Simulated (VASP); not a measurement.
Here is a VASP 6.6.1 calculation.

File INCAR:

```
  ALGO = Normal
  EDIFF = 1E-6
  ENCUT = 520
  GGA = PS
  ISIF = 2
  ISMEAR = -1
  LASPH = T
  LCHARG = F
  LREAL = F
  LWAVE = F
  NBANDS = 14
  NELM = 100
  PREC = Accurate
  SIGMA = 0.05
```

The input KPOINTS:

```
k-points
0
Gamma
  11 11 11
```

The input POSCAR:

```
HfC
1.0
    0.0000000000      2.3555956139      2.3555956139
    2.3555956139      0.0000000000      2.3555956139
    2.3555956139      2.3555956139      0.0000000000
Hf C
1 1
Direct
    0.5000000000      0.5000000000      0.5000000000
    0.0000000000      0.0000000000      0.0000000000
```

Potentials or basis: VASP PAW PBE potentials, release 64 (Hf_pv, C).

Run with:

```console
$ cat potpaw_PBE.64/Hf_pv/POTCAR potpaw_PBE.64/C/POTCAR > POTCAR
$ mpirun -np 1 vasp_std > vasp.out
```

Q: Predict the pressure.

A: -15.1 GPa.

Q: Estimate the band gap on the k mesh.

A: Zero (band 7 reaches 6.52 eV, above the bottom of band 8 at 5.09 eV).

Caveat: the PAW data sets were made with another functional, which shifts forces and pressure a little; spin-orbit coupling is left out, which moves the levels of the heavy elements.
